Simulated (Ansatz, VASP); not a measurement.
Two plane-wave programs on Ti6C

Contents of INCAR:

```
PREC = Accurate ; ENCUT = 520
EDIFF = 1E-6 ; ISMEAR = 0
SIGMA = 0.1 ; LREAL = False
LASPH = True ; NELM = 150
ALGO = Normal ; ISIF = 2
LWAVE = False ; LCHARG = False
ISPIN = 2 ; MAGMOM = 1 1 1 1 1 1 0
LORBIT = 11 ; LMAXMIX = 4
GGA = PE ; NBANDS = 51
```

File KPOINTS:

```
regular mesh
0
Gamma
  3 3 6
```

POSCAR

```
Ti6C
1.0
    7.5878057198      0.0000000000      0.0000000000
   -3.7939028599      6.5712325123      0.0000000000
    0.0000000000      0.0000000000      2.5338630804
Ti C
6 1
Direct
    0.3193505798      0.0000000000      0.5000000000
    0.0000000000      0.3193505798      0.5000000000
    0.6806494202      0.6806494202      0.5000000000
    0.6806494202      0.0000000000      0.5000000000
    0.0000000000      0.6806494202      0.5000000000
    0.3193505798      0.3193505798      0.5000000000
    0.0000000000      0.0000000000      0.0000000000
```

Input for Ansatz:

```yaml
crystal:
  lattice:
    - [7.5878057198, 0.0, 0.0]
    - [-3.7939028599, 6.5712325123, 0.0]
    - [0.0, 0.0, 2.5338630804]
  atoms:
    - { symbol: Ti, position: [0.3193505798, 0.0, 0.5], spin: 1.0 }
    - { symbol: Ti, position: [0.0, 0.3193505798, 0.5], spin: 1.0 }
    - { symbol: Ti, position: [0.6806494202, 0.6806494202, 0.5], spin: 1.0 }
    - { symbol: Ti, position: [0.6806494202, 0.0, 0.5], spin: 1.0 }
    - { symbol: Ti, position: [0.0, 0.6806494202, 0.5], spin: 1.0 }
    - { symbol: Ti, position: [0.3193505798, 0.3193505798, 0.5], spin: 1.0 }
    - { symbol: C, position: [0.0, 0.0, 0.0] }
basis:
  ecutwfc: 420
kpoints:
  mp_grid: { grid: [3, 3, 6] }
hamiltonian:
  xc: pbe
scf:
  occupations: { method: gaussian, width: 0.1 }
  lower_state_search: "off"
output:
  forces: true
  stress: true
  eigenvalues: true
  populations: true
magnetization:
  spin_polarized: true
```

Alike in both runs: task single point; functional PBE; k mesh 3 × 3 × 6; occupations gaussian, width 0.1 eV; collinear spin.

|  | VASP | Ansatz |
| --- | --- | --- |
| version | VASP 6.6.1 | Ansatz 0.2.0 |
| potentials or method | VASP PAW PBE potentials, release 64 (Ti_sv, C), cutoff 520 eV | scalar-relativistic, plane waves, PAW |
| valence electrons in the cell | 76 | 76 |

Ansatz gave:

* gap on the k mesh at the Fermi level (eV): none
* pressure (GPa): 1.0
* traceless stress, the component that is largest in VASP (GPa): 1.01
* rms of the force components (eV/Å): 0.033
* net moment per atom (μB): 0.59
* size of the moment on the site where the two differ most (μB): 0.49

Task: Which values does VASP return?

Result: gap on the k mesh at the Fermi level (eV): none; pressure (GPa): 1.0; traceless stress, the component that is largest in VASP (GPa): 0.94; rms of the force components (eV/Å): 0.021; net moment per atom (μB): 0.59; size of the moment on the site where the two differ most (μB): 0.57.

Site moments also hang on the region over which each program counts them. Atom by atom the forces differ by 0.011 eV/Å (rms over components). A gap of «none» marks a metal or a gap that the smearing closes. The functional is the same, so the differences come from potentials, cutoffs and numerics.

The k mesh is coarse, so the values compare programs but aren't converged.
